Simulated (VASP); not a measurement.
A run of VASP 6.6.1 is set up as follows.

Contents of INCAR:

```
  PREC = Accurate
  ENCUT = 910
  EDIFF = 1E-8
  ISMEAR = -1
  SIGMA = 0.03
  LREAL = False
  LASPH = True
  NELM = 120
  ALGO = Normal
  ISIF = 2
  LWAVE = False
  LCHARG = False
  GGA = PE
  LEFG = True
  NBANDS = 28
  GGA_COMPAT = False
```

KPOINTS

```
Automatic mesh
0
Gamma
  7 7 7
```

The input POSCAR:

```
BaTiO3
1.0
    3.9998000000      0.0000000000      0.0000000000
    0.0000000000      3.9998000000      0.0000000000
    0.0000000000      0.0000000000      4.0180000000
Ba Ti O
1 1 3
Direct
    0.0000000000      0.0000000000      0.0000000000
    0.5000000000      0.5000000000      0.5000000000
    0.5000000000      0.5000000000      0.0000000000
    0.5000000000      0.0000000000      0.5000000000
    0.0000000000      0.5000000000      0.5000000000
```

Potentials or basis: VASP PAW PBE potentials, release 64 (Ba_sv, Ti_sv, O_h).

Launch:

```bash
$ cat potpaw_PBE.64/Ba_sv/POTCAR potpaw_PBE.64/Ti_sv/POTCAR potpaw_PBE.64/O_h/POTCAR > POTCAR
$ mpirun -np 1 vasp_std > vasp.out
```

(1) Estimate the band gap on the k mesh.

(2) Predict the pressure.

Answers

(1) 1.80 eV (least direct gap 1.89 eV).

(2) 3.1 GPa.

Caveat: the cutoff is under 1.25 times the usual one of these potentials, so pressure, stress and relaxed cells hold a basis-set (Pulay) error; the cell stands under pressure; without QUAD_EFG the Cq values of the log hold for a quadrupole moment of 1 mb, not for the nuclei; spin-orbit coupling is left out, which moves the levels of the heavy elements; an odd mesh through Γ misses points on the zone boundary, where band edges can lie.
